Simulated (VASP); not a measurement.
B: single point with PBE

Crystal: B.

```xyz
1
Lattice="1.7024 0.0000 0.0000 -0.8512 1.4744 0.0000 0.0000 0.0000 3.6354" Properties=species:S:1:pos:R:3 pbc="T T T"
B     0.0000    0.0000    0.0000
```

- Program: VASP 6.6.1
- Task: single point
- Functional: PBE
- Potentials or basis: VASP PAW PBE potentials, release 64 (B)
- Cutoff: 520 eV
- k mesh: 9 × 9 × 4
- Occupations: fermi-dirac, width 0.05 eV
- Spin: no spin polarisation

```yaml
Pressure: 2.1 GPa
```

Stress tensor (GPa, compression positive):
```
0.63 0.00 0.00
0.00 0.63 0.00
0.00 0.00 5.09
```

Levels at points of the mesh, in eV from the Fermi level:
```tsv
k point	band 1	band 2	band 3	band 4	band 5
(0.00, 0.00, 0.00)	-17.97	-7.44	1.81	24.18	24.18
(0.00, 0.00, 0.50)	-17.66	-9.30	8.47	13.12	24.19
```

It took 4.5 s on 1 thread of Intel Xeon 6975P-C (shared host), peak memory 0.11 GiB.

Caveat: the k points lie up to 0.47 Å⁻¹ apart.
